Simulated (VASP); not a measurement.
BN:

```
CELL_PARAMETERS angstrom
0.00000 1.75174 1.75174
1.75174 0.00000 1.75174
1.75174 1.75174 0.00000
ATOMIC_POSITIONS crystal
B 0.00000 0.00000 0.00000
N 0.50000 0.50000 0.50000
```

| Quantity | Value |
| --- | --- |
| Program | VASP 6.6.1 |
| Task | relaxation of cell and atoms |
| Functional | LDA |
| Potentials or basis | VASP PAW LDA potentials, release 64 (B, N) |
| Cutoff | 600 eV |
| k mesh | 12 × 12 × 12 |
| Occupations | fermi-dirac, width 0.02 eV |
| Spin | no spin polarisation |

At the start: pressure -14.1 GPa; volume 5.38 Å³/atom.

Question: How do energy, volume and symmetry change on relaxing?

Answer: Over 3 steps the energy falls by 8.7 meV/atom and the volume is 5.18 Å³/atom (-3.6 %); space group Fm-3m (No. 225, to 0.05 Å).

Step by step:
| step | energy change (eV) | largest force (eV/Å) | pressure (GPa) | volume (Å³) |
| --- | --- | --- | --- | --- |
| 1 | 0.0000 | 0.0000 | -14.15 | 10.75 |
| 2 | -0.0025 | 0.0000 | 14.66 | 10.03 |
| 3 | -0.0175 | 0.0000 | -0.08 | 10.37 |

Final structure:
```
B N
1.0
     0.00000    1.73070    1.73070
     1.73070    0.00000    1.73070
     1.73070    1.73070    0.00000
B N
1 1
Direct
  0.00000 0.00000 0.00000
  0.50000 0.50000 0.50000
```
